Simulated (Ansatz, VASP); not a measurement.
# Two plane-wave programs on ZnS

```
CELL_PARAMETERS angstrom
3.81100 0.00000 0.00000
-1.90550 3.30042 0.00000
0.00000 0.00000 6.23400
ATOMIC_POSITIONS crystal
Zn 0.33333 0.66667 0.00000
Zn 0.66667 0.33333 0.50000
S 0.31061 0.62122 0.38500
S 0.66667 0.33333 0.88500
```

Alike in both runs: task single point; functional PBE; k mesh 12 × 12 × 6; occupations gaussian, width 0.05 eV; no spin polarisation.

```csv
,VASP,Ansatz
version,VASP 6.6.1,Ansatz 0.2.0
potentials or method,"VASP PAW PBE potentials, release 64 (Zn, S), cutoff 520 eV","scalar-relativistic, plane waves, PAW"
valence electrons in the cell,36,36
```

VASP gave:

```
gap on the k mesh at the Fermi level (eV)                     : 2.22
least direct gap on the mesh (eV)                             : 2.22
pressure (GPa)                                                : 2.9
traceless stress, the component that is largest in VASP (GPa) : 2.85
rms of the force components (eV/Å)                            : 0.409
```

**Question.** Estimate Ansatz's values.

**Answer.** gap on the k mesh at the Fermi level (eV): 2.22; least direct gap on the mesh (eV): 2.22; pressure (GPa): 2.7; traceless stress, the component that is largest in VASP (GPa): 2.82; rms of the force components (eV/Å): 0.405.

Atom by atom the forces differ by 0.004 eV/Å (rms over components).
